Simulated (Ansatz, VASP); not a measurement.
**One calculation of TaN, two programs**

The input POSCAR:

```
TaN
1.0
    0.0000000000      2.1544346900      2.1544346900
    2.1544346900      0.0000000000      2.1544346900
    2.1544346900      2.1544346900      0.0000000000
Ta N
1 1
Direct
    0.0000000000      0.0000000000      0.0000000000
    0.5000000000      0.5000000000      0.5000000000
```

Contents of INCAR.step1:

```
SYSTEM = TaN
PREC = Accurate
ENCUT = 600
ISMEAR = -1
SIGMA = 0.08
LREAL = .FALSE.
LASPH = .TRUE.
NELM = 100
GGA = PE
ALGO = Normal
EDIFF = 1E-4
LWAVE = .TRUE.
LCHARG = .FALSE.
```

File INCAR.step2:

```
SYSTEM = TaN
PREC = Accurate
ENCUT = 600
EDIFF = 1E-7
ISMEAR = -1
SIGMA = 0.08
LREAL = .FALSE.
LASPH = .TRUE.
NELM = 100
ALGO = Normal
ISIF = 3
LWAVE = .FALSE.
LCHARG = .FALSE.
METAGGA = R2SCAN
LMIXTAU = .TRUE.
IBRION = 2
NSW = 60
EDIFFG = -0.005
ISTART = 1
```

The input KPOINTS:

```
regular mesh
0
G
  17 17 17
  0 0 0
```

Input for Ansatz:

```yaml
crystal:
  lattice:
    - [0.0, 2.15443469, 2.15443469]
    - [2.15443469, 0.0, 2.15443469]
    - [2.15443469, 2.15443469, 0.0]
  atoms:
    - { symbol: Ta, position: [0.0, 0.0, 0.0] }
    - { symbol: "N", position: [0.5, 0.5, 0.5] }
kpoints:
  mp_grid: { grid: [17, 17, 17] }
scf:
  occupations: { method: fermi_dirac, width: 0.08 }
hamiltonian:
  xc: r2scan
  pseudopotentials: { kind: paw }
output:
  forces: true
  stress: true
relax:
  f_tol: 0.005
  max_steps: 40
  cell: {}
```

Alike in both runs: task relaxation of cell and atoms; functional r2SCAN; k mesh 17 × 17 × 17; occupations fermi-dirac, width 0.08 eV; no spin polarisation.

```csv
,VASP,Ansatz
version,VASP 6.6.1,Ansatz 0.2.0
potentials or method,"VASP PAW PBE potentials, release 64 (Ta_pv, N)","PAW with Ansatz's default frozen-core files, scalar-relativistic"
plane-wave cutoff (eV),600,500
valence electrons in the cell,16,18
```

Ansatz gave:

* relaxed volume (Å³/atom): 10.62
* relaxed cell length with the largest relative difference (Å): 3.109

Task: Which values does VASP return?

Result: Relaxed volume (Å³/atom): 10.68; relaxed cell length with the largest relative difference (Å): 3.114.

VASP's potentials were made for PBE, not for r2SCAN. VASP's potentials hold 16 valence electrons a cell and Ansatz's 18, so a difference there can come from the potentials and not from the codes.

Spin-orbit coupling is off throughout.
